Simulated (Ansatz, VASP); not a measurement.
## ZnSe: VASP beside Ansatz

```
Zn Se
1.0
     2.70396    2.70396    0.00000
    -2.70396    2.70396    0.00000
     0.00000    0.00000    5.40792
Zn Se
2 2
Cartesian
  0.0000 0.0000 0.0000
  0.0000 2.7040 2.7040
  1.3520 1.3520 1.3520
  -1.3520 1.3520 4.0559
```

Change from the starting cell: equal strain along all axes, cell held, atoms relaxed: -4.0 %.

Alike in both runs: task single point; functional PBEsol; k mesh 8 × 8 × 6; occupations gaussian, width 0.02 eV; no spin polarisation.

|  | VASP | Ansatz |
| --- | --- | --- |
| version | VASP 6.6.1 | Ansatz 0.2.0 |
| potentials or method | VASP PAW PBE potentials, release 64 (Zn, Se), cutoff 520 eV | scalar-relativistic, plane waves, PAW |
| valence electrons in the cell | 36 | 56 |

|  | VASP | Ansatz | Ansatz less VASP |
| --- | --- | --- | --- |
| gap on the k mesh at the Fermi level (eV) | 1.76 | 1.75 | -0.012 |
| least direct gap on the mesh (eV) | 1.76 | 1.75 | -0.012 |
| pressure (GPa) | 11.0 | 10.6 | -0.42 |

VASP's potentials were made for PBE, not for PBEsol. With one functional, cell and mesh, what is left measures potentials, basis and numerics. VASP's potentials hold 36 valence electrons a cell and Ansatz's 56, so a difference there can come from the potentials and not from the codes.
